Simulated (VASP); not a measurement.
# La3Ag2 (C2/c) in VASP: single point with PBE

Aim: the single point of La3Ag2 with PBE.

Program: VASP 6.6.1. These are calculated values, not measurements. Logs are shortened: lines on timing, memory, paths and dates and some standing lists are left out, and cuts for length are marked.

## Step 1: The cell of the first run

Symmetry: C2/c, No. 15, monoclinic system. Conventional cell: a = 9.066 Å, b = 9.284 Å, c = 9.126 Å, α = 90.00°, β = 105.21°, γ = 90.00°. Ag (site symmetry 1) has 1 Ag at 2.68 Å and 9 La at 3.48 to 3.77 Å within 3.8 Å. La (site symmetry 1) has 6 Ag at 3.48 to 3.77 Å and 8 La at 3.62 to 4.65 Å within 4.7 Å. Within 4.8 Å of La (site symmetry 2) lie 8 La at 3.62 to 4.39 Å and 6 Ag at 3.65 to 3.76 Å.

## Step 2: Single point, PBE

POSCAR

```
La3Ag2
1.0
    4.5328870000      4.6420480000      0.0000000000
    4.5328870000     -4.6420480000      0.0000000000
    2.3942890000      0.0000000000     -8.8063670000
Ag La
4 6
Direct
    0.8777000000      0.3134400000      0.8396000000
    0.6865600000      0.1223000000      0.6604000000
    0.1223000000      0.6865600000      0.1604000000
    0.3134400000      0.8777000000      0.3396000000
    0.7592100000      0.6642900000      0.5148400000
    0.3357100000      0.2407900000      0.9851600000
    0.2407900000      0.3357100000      0.4851600000
    0.6642900000      0.7592100000      0.0148400000
    0.1606300000      0.8393700000      0.7500000000
    0.8393700000      0.1606300000      0.2500000000
```

INCAR.step1

```
  PREC = Accurate
  ENCUT = 400
  EDIFF = 1E-6
  ISMEAR = -1
  SIGMA = 0.0256
  LREAL = F
  LASPH = T
  NELM = 200
  ALGO = Normal
  ISIF = 2
  LWAVE = F
  LCHARG = T
  LMAXMIX = 6
  GGA = PE
  NBANDS = 66
  GGA_COMPAT = F
  NEDOS = 2001
  LORBIT = 11
  KPAR = 4
```

KPOINTS.step1

```
Automatic mesh
0
Gamma
  6 6 4
```

INCAR.step2

```
  PREC = Accurate
  ENCUT = 400
  EDIFF = 1E-6
  ISMEAR = -5
  SIGMA = 0.0256
  LREAL = F
  LASPH = T
  NELM = 200
  ALGO = Normal
  ISIF = 2
  LWAVE = F
  LCHARG = F
  LMAXMIX = 6
  GGA = PE
  LORBIT = 11
  NBANDS = 66
  NEDOS = 1001
  ICHARG = 11
  GGA_COMPAT = F
  KPAR = 4
```

KPOINTS.step2

```
Automatic mesh
0
Gamma
  9 9 6
```

Potentials or basis: VASP PAW PBE potentials, release 64 (Ag, La).

Run with:

```console
$ cat potpaw_PBE.64/Ag/POTCAR potpaw_PBE.64/La/POTCAR > POTCAR
$ cp INCAR.step1 INCAR
$ cp KPOINTS.step1 KPOINTS
$ mpirun -np 4 vasp_std > vasp.out
$ cp INCAR.step2 INCAR
$ cp KPOINTS.step2 KPOINTS
$ mpirun -np 4 vasp_std > vasp.out
```

OUTCAR:

```text
PREC = Accurate
   ENCUT = 400
   EDIFF = 1E-6
   ISMEAR = -5
   LREAL = F
   LASPH = T
   NELM = 200
   ISIF = 2
   GGA = PE
   LORBIT = 11
   ICHARG = 11

 ion  position               nearest neighbor table
   1  0.878  0.313  0.840-   2 2.68   6 3.48   6 3.51   5 3.61   7 3.61
   2  0.687  0.122  0.660-   1 2.68   5 3.48   5 3.51   6 3.61   8 3.61
   3  0.122  0.687  0.160-   4 2.68   8 3.48   8 3.51   7 3.61   5 3.61
   4  0.313  0.878  0.340-   3 2.68   7 3.48   7 3.51   8 3.61   6 3.61
   5  0.759  0.664  0.515-   2 3.48   2 3.51   1 3.61   3 3.61  10 3.62
   6  0.336  0.241  0.985-   1 3.48   1 3.51   2 3.61   4 3.61  10 3.62
   7  0.241  0.336  0.485-   4 3.48   4 3.51   3 3.61   1 3.61   9 3.62
   8  0.664  0.759  0.015-   3 3.48   3 3.51   4 3.61   2 3.61   9 3.62
   9  0.161  0.839  0.750-   7 3.62   8 3.62
  10  0.839  0.161  0.250-   5 3.62   6 3.62

  LATTYP: Found a base centered monoclinic cell.
 ALAT       =     9.0657740000
 B/A-ratio  =     1.0240820034
 C/A-ratio  =     1.0066483256
 COS(beta)  =    -0.2623577553

  Lattice vectors:

 A1 = (  -4.5328870000,  -4.6420480000,   0.0000000000)
 A2 = (  -4.5328870000,   4.6420480000,   0.0000000000)
 A3 = (   2.3942890000,   0.0000000000,  -8.8063670000)

Analysis of symmetry for initial positions (statically):
=====================================================================
 Subroutine PRICEL returns:
 Original cell was already a primitive cell.

 Routine SETGRP: Setting up the symmetry group for a
 base centered monoclinic supercell.

 Subroutine GETGRP returns: Found  4 space group operations
 (whereof  2 operations were pure point group operations)
 out of a pool of  4 trial point group operations.

The static configuration has the point symmetry S_2 .
 The point group associated with its full space group is C_2h.

Analysis of symmetry for dynamics (positions and initial velocities):
=====================================================================
 Subroutine PRICEL returns:
 Original cell was already a primitive cell.

 Routine SETGRP: Setting up the symmetry group for a
 base centered monoclinic supercell.

 Subroutine GETGRP returns: Found  4 space group operations
 (whereof  2 operations were pure point group operations)
 out of a pool of  4 trial point group operations.

The dynamic configuration has the point symmetry S_2 .
 The point group associated with its full space group is C_2h.

[... 133 lines left out ...]
   IALGO  =     38    algorithm
   IMIX   =      4    mixing-type and parameters
     AMIX     =   0.40;   BMIX     =  1.00
     AMIX_MAG =   1.60;   BMIX_MAG =  1.00
  volume/ion in A,a.u.               =      37.06       250.10
  Fermi-wavevector in a.u.,A,eV,Ry     =   1.092032  2.063641 16.225403  1.192534
  Thomas-Fermi vector in A             =   2.228289
   LORBIT       =     11    0 simple, 1 ext, 2 COOP (PROOUT), +10 PAW based schemes
   GGA     = PE    functional components
   LHFCALC =     F    Hartree Fock is set to
   AEXX    =    0.0000 exact exchange contribution
   IVDW    =     0    specifies the selected vdW correction
   LEPSILON=     F    determine dielectric tensor
   LRPA    =     F    only Hartree local field effects (RPA)
 non-spin polarized calculation
 Fermi weights with tetrahedron method with Bloechl corrections
  energy-cutoff  :      400.00
  volume of cell :      370.61
 maximum number of plane-waves:      6764

 number of electron     110.0000017 magnetization

 Free energy of the ion-electron system (eV)
  ---------------------------------------------------
  ext. energy  EPLUGINS =         0.00000000
  ---------------------------------------------------
  free energy    TOTEN  =       -39.60608337 eV

  energy without entropy =      -39.60608337  energy(sigma->0) =      -39.60608337

 E-fermi :   5.8609     XC(G=0):  -9.1212

 val. band max:        5.8760911391   @ k =  -0.2222   0.2222   0.5000
 cond. band min:       5.8449637444   @ k =   0.3333   0.1111   0.1667
 fundamental gap:     -0.0311273947
 Fermi energy:         5.8609232889

 k-point     1 :       0.0000    0.0000    0.0000
  band No.  band energies     occupation
      1     -27.7181      2.00000
      2     -27.6837      2.00000
      3     -27.6609      2.00000
      4     -27.6495      2.00000
      5     -27.6179      2.00000
      6     -27.6028      2.00000
[... 1645 lines left out ...]
     65       6.6550      0.00000
     66       6.6832      0.00000

 [... further k-points ...]
[... 5 lines left out ...]
  --------------------------------------------------------------------------------------
  -------------------------------------------------------------------------------------
  Total      -11.0904469    -15.3742864    -14.2582347      0.0000000      0.0000000     -1.5962870
  in kB      -47.9455531    -66.4651903    -61.6403431      0.0000000      0.0000000     -6.9009721
  external PRESSURE =     -58.6836955 kB  Pullay stress =       0.0000000 kB

 VOLUME and BASIS-vectors are now :
 -----------------------------------------------------------------------------
  energy-cutoff  :      400.00
  volume of cell :      370.61
      direct lattice vectors                 reciprocal lattice vectors
     4.532887000  4.642048000  0.000000000     0.110304978  0.107711079  0.029989892
     4.532887000 -4.642048000  0.000000000     0.110304978 -0.107711079  0.029989892
     2.394289000  0.000000000 -8.806367000     0.000000000  0.000000000 -0.113554205

 POSITION                                       TOTAL-FORCE (eV/Angst)
 -----------------------------------------------------------------------------------
      7.40955      2.61932     -7.39383         0.651417      0.053416     -0.506799
      5.24766      2.61932     -5.81572        -0.651417      0.053416      0.506799
      4.05051     -2.61932     -1.41254        -0.651417     -0.053416      0.506799
      6.21240     -2.61932     -2.99064         0.651417     -0.053416     -0.506799
      7.68524      0.44062     -4.53387        -0.081766     -0.103285     -0.280150
      4.97197      0.44062     -8.67568         0.081766     -0.103285      0.280150
      3.77482     -0.44062     -4.27250         0.081766      0.103285      0.280150
      6.48810     -0.44062     -0.13069        -0.081766      0.103285     -0.280150
      6.32860     -3.15074     -6.60478        -0.000000      0.415265      0.000000
      5.13146      3.15074     -2.20159        -0.000000     -0.415265      0.000000
 -----------------------------------------------------------------------------------
    total drift:                                0.000000      0.000000     -0.000000

  FREE ENERGIE OF THE ION-ELECTRON SYSTEM (eV)
  ---------------------------------------------------
  free  energy   TOTEN  =       -39.6060833750 eV

  energy  without entropy=      -39.6060833750  energy(sigma->0) =      -39.60608337

 total charge

# of ion       s       p       d       f       tot
--------------------------------------------------
    1        0.485   0.217   9.094   0.000   9.795
    2        0.485   0.217   9.094   0.000   9.795
    3        0.485   0.217   9.094   0.000   9.795
    4        0.485   0.217   9.094   0.000   9.795
    5        2.041   5.606   0.660   0.089   8.396
    6        2.041   5.606   0.660   0.089   8.396
    7        2.041   5.606   0.660   0.089   8.396
    8        2.041   5.606   0.660   0.089   8.396
    9        2.043   5.598   0.690   0.083   8.415
   10        2.043   5.598   0.690   0.083   8.415
--------------------------------------------------
tot         14.188  34.488  40.395   0.524  89.595
```

OSZICAR.step1:

```text
N       E                     dE             d eps       ncg     rms          rms(c)
DAV:   1     0.126388362655E+04    0.12639E+04   -0.33522E+04  6204   0.184E+03
DAV:   2     0.338455715855E+03   -0.92543E+03   -0.90421E+03  8156   0.392E+02
DAV:   3     0.551233222301E+02   -0.28333E+03   -0.27536E+03  9820   0.233E+02
DAV:   4    -0.221727036143E+02   -0.77296E+02   -0.74695E+02 11558   0.117E+02
DAV:   5    -0.380838585592E+02   -0.15911E+02   -0.15379E+02 12048   0.594E+01    0.116E+01
DAV:   6    -0.394111561158E+02   -0.13273E+01   -0.69380E+01 11240   0.396E+01    0.101E+01
DAV:   7    -0.396063861458E+02   -0.19523E+00   -0.11125E+01 10848   0.203E+01    0.319E+00
DAV:   8    -0.395985771565E+02    0.78090E-02   -0.20745E+00 10952   0.796E+00    0.127E+00
DAV:   9    -0.396278132964E+02   -0.29236E-01   -0.30803E-01 12160   0.295E+00    0.525E-01
DAV:  10    -0.396279408511E+02   -0.12755E-03   -0.56404E-02 11712   0.129E+00    0.288E-01
DAV:  11    -0.396283809927E+02   -0.44014E-03   -0.14014E-02 11864   0.624E-01    0.104E-01
DAV:  12    -0.396286454585E+02   -0.26447E-03   -0.25538E-03 11144   0.265E-01    0.275E-02
DAV:  13    -0.396286891760E+02   -0.43717E-04   -0.45566E-04 12024   0.125E-01    0.131E-02
DAV:  14    -0.396287005161E+02   -0.11340E-04   -0.11119E-04 11576   0.549E-02    0.322E-03
DAV:  15    -0.396287028491E+02   -0.23330E-05   -0.21360E-05  6888   0.256E-02    0.151E-03
DAV:  16    -0.396287034282E+02   -0.57904E-06   -0.57775E-06  6512   0.140E-02
   1 F= -.39628703E+02 E0= -.39610750E+02  d E =-.359061E-01
```

It took 41 min on 4 MPI ranks of Intel Xeon Platinum 8259CL at 2.50GHz (Skylake/Cascade Lake), shared host; peak memory 1.6 GiB.

What came out:

| Item | Value |
| --- | --- |
| Valence electrons inside the program's atomic spheres | Ag 9.79; La 8.40, 8.41 (each value once) |

Levels at points of the mesh, in eV from the Fermi level:
```tsv
k point	band 53	band 54	band 55	band 56	band 57	band 58
(0.00, 0.00, 0.00)	-0.53	-0.20	-0.14	-0.08	0.05	0.07
(0.00, 0.00, 0.50)	-0.32	-0.32	-0.08	-0.08	0.09	0.09
```

Caveat: spin-orbit coupling is left out, which moves the levels of the heavy elements.
